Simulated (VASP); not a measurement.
**AlN: relaxation of cell and atoms with r2SCAN**

The system is AlN.

```
CELL_PARAMETERS angstrom
3.11300 0.00000 0.00000
-1.55650 2.69594 0.00000
0.00000 0.00000 4.98100
ATOMIC_POSITIONS crystal
Al 0.33333 0.66667 0.00000
Al 0.66667 0.33333 0.50000
N 0.33333 0.66667 0.38000
N 0.66667 0.33333 0.88000
```

```json
{
 "Program": "VASP 6.6.1",
 "Task": "relaxation of cell and atoms",
 "Functional": "r2SCAN",
 "Potentials or basis": "VASP PAW PBE potentials, release 64 (Al, N)",
 "Cutoff": "600 eV",
 "k mesh": "16 × 16 × 8",
 "Occupations": "fermi-dirac, width 0.1 eV",
 "Spin": "no spin polarisation",
 "Dipole correction": "no",
 "Further INCAR settings": "ALGO = Normal; EDIFF = 1e-07; IBRION = 2; EDIFFG = -0.002; NSW = 100; ISIF = 3"
}
```

```json
{"Relaxed volume": "10.39 Å³/atom", "Relaxed cell": "a = 3.105 Å, b = 3.105 Å, c = 4.976 Å, α = 90.00°, β = 90.00°, γ = 120.00°", "Space group after relaxing (to 0.1 Å)": "P6_3mc (No. 186)", "Energy gained by relaxing": "0.6 meV/atom", "Ionic steps": "9", "Pressure after relaxing": "0.0 GPa", "Band gap on the k mesh": "4.93 eV"}
```

The path:
```tsv
step	energy change (eV)	largest force (eV/Å)	pressure (GPa)	volume (Å³)
1	0.0000	0.1251	-1.25	41.80
2	0.0001	0.0987	1.28	41.31
3	-0.0021	0.0148	-0.03	41.56
4	-0.0021	0.0122	0.00	41.56
5	-0.0022	0.0067	0.01	41.55
6	-0.0022	0.0009	0.03	41.54
7	-0.0022	0.0023	0.03	41.55
8	-0.0022	0.0024	-0.03	41.56
9	-0.0022	0.0014	-0.02	41.55
```

Final structure:
```cif
data_structure
_symmetry_space_group_name_H-M 'P 1'
_symmetry_Int_Tables_number 1
_cell_length_a 3.1053
_cell_length_b 3.1053
_cell_length_c 4.9759
_cell_angle_alpha 90.000
_cell_angle_beta 90.000
_cell_angle_gamma 120.000
_cell_volume 41.55
loop_
_atom_site_label
_atom_site_type_symbol
_atom_site_fract_x
_atom_site_fract_y
_atom_site_fract_z
_atom_site_occupancy
Al1 Al 0.33333 0.66667 0.99916 1
Al2 Al 0.66667 0.33333 0.49916 1
N1 N 0.33333 0.66667 0.38084 1
N2 N 0.66667 0.33333 0.88084 1
```

Levels at points of the mesh, in eV from the valence-band top:
| k point | band 5 | band 6 | band 7 | band 8 | band 9 | band 10 | band 11 | band 12 |
| --- | --- | --- | --- | --- | --- | --- | --- | --- |
| (0.00, 0.00, 0.00) | -0.89 | -0.23 | -0.23 | 0.00 | 4.93 | 7.55 | 11.63 | 12.05 |
| (0.50, 0.00, 0.00) | -3.39 | -2.14 | -1.77 | -0.71 | 6.45 | 6.57 | 9.06 | 11.27 |
| (0.00, 0.00, 0.50) | -0.57 | -0.57 | -0.57 | -0.57 | 7.27 | 7.27 | 11.33 | 11.33 |
| (0.50, 0.00, 0.50) | -1.50 | -1.50 | -1.39 | -1.39 | 6.00 | 6.00 | 10.16 | 10.16 |

Run time: 19 min on 1 thread of Intel(R) Xeon(R) 6975P-C (Granite Rapids), on a shared host, peak memory 0.25 GiB.

Caveat: the PAW data sets were made with another functional, which shifts forces and pressure a little. A k mesh can miss the band edges.
